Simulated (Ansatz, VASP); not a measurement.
**Two plane-wave programs on Sb2Br**

```
Br Sb
1.0
     0.00000    6.06463    0.00000
     7.47935   -3.03231    0.00000
     3.23842    0.00000   -6.91327
Br Sb
2 4
Direct
  0.81800 0.63600 0.63100
  0.18200 0.36400 0.36900
  0.14500 0.29000 0.89500
  0.85500 0.71000 0.10500
  0.52400 0.04800 0.74300
  0.47600 0.95200 0.25700
```

Alike in both runs: task single point; functional r2SCAN; k mesh 3 × 3 × 3; no spin polarisation.

|  | VASP | Ansatz |
| --- | --- | --- |
| version | VASP 6.6.1 | Ansatz 0.2.0 |
| potentials or method | VASP PAW PBE potentials, release 64 (Br, Sb), cutoff 520 eV | PAW plane waves |
| occupations | methfessel-paxton of order 1, width 0.1739 eV | cold, width 0.1739 eV |
| valence electrons in the cell | 34 | 74 |

```csv
,VASP,Ansatz,Ansatz less VASP
gap on the k mesh at the Fermi level (eV),none,none,-
pressure (GPa),-7.1,-7.1,+0.01
"traceless stress, the component that is largest in VASP (GPa)",-1.35,-1.33,+0.020
rms of the force components (eV/Å),0.770,0.776,+0.0060
```

VASP's potentials were made for PBE, not for r2SCAN. Atom by atom the forces differ by 0.009 eV/Å (rms over components). A gap of «none» marks a metal or a gap that the smearing closes. VASP's potentials hold 34 valence electrons a cell and Ansatz's 74, so a difference there can come from the potentials and not from the codes.

The k mesh is coarse, so the values compare programs but aren't converged. Spin-orbit coupling is off throughout.
